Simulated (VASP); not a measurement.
TiCo2:

```xyz
6
Lattice="0.0000 3.3520 3.3520 3.3520 0.0000 3.3520 3.3520 3.3520 0.0000" Properties=species:S:1:pos:R:3 pbc="T T T"
Ti    3.3520    3.3520    3.3520
Ti    5.0280    5.0280    5.0280
Co    0.8380    0.8380    0.8380
Co    0.8380    2.5140    2.5140
Co    2.5140    2.5140    0.8380
Co    2.5140    0.8380    2.5140
```

| Quantity | Value |
| --- | --- |
| Program | VASP 6.6.1 |
| Task | relaxation of cell and atoms |
| Functional | PBEsol |
| Potentials or basis | VASP PAW PBE potentials, release 64 (Ti_sv, Co) |
| Cutoff | 600 eV |
| k mesh | 1 × 1 × 1 |
| Occupations | gaussian, width 0.1 eV |
| Spin | collinear spin, ferrimagnetic start |
| Starting moments | [-0.31, -0.31, 0.82, 0.82, 0.82, 0.82] μB |

At the start: pressure -8.4 GPa; volume 12.55 Å³/atom.

Problem. Where does the relaxation end?

Solution. Over 3 steps the energy falls by 17.0 meV/atom and the volume is 11.94 Å³/atom (-4.9 %); space group Fd-3m (No. 227, to 0.05 Å); moment 2.94 μB per cell.

The path:
```csv
step,energy change (eV),largest force (eV/Å),pressure (GPa),volume (Å³)
1,0.0000,0.0000,-8.40,75.33
2,-0.0138,0.0000,9.08,68.37
3,-0.1018,0.0000,-0.09,71.62
```

Final structure:
```yaml
crystal:
  lattice:
    - [0.00000, 3.29607, 3.29607]
    - [3.29607, 0.00000, 3.29607]
    - [3.29607, 3.29607, 0.00000]
  atoms:
    - { symbol: Ti, position: [0.50000, 0.50000, 0.50000] }
    - { symbol: Ti, position: [0.75000, 0.75000, 0.75000] }
    - { symbol: Co, position: [0.12500, 0.12500, 0.12500] }
    - { symbol: Co, position: [0.62500, 0.12500, 0.12500] }
    - { symbol: Co, position: [0.12500, 0.12500, 0.62500] }
    - { symbol: Co, position: [0.12500, 0.62500, 0.12500] }
```

Caveat: the k points lie up to 1.65 Å⁻¹ apart in the final cell; the PAW data sets were made with another functional, which shifts forces and pressure a little.
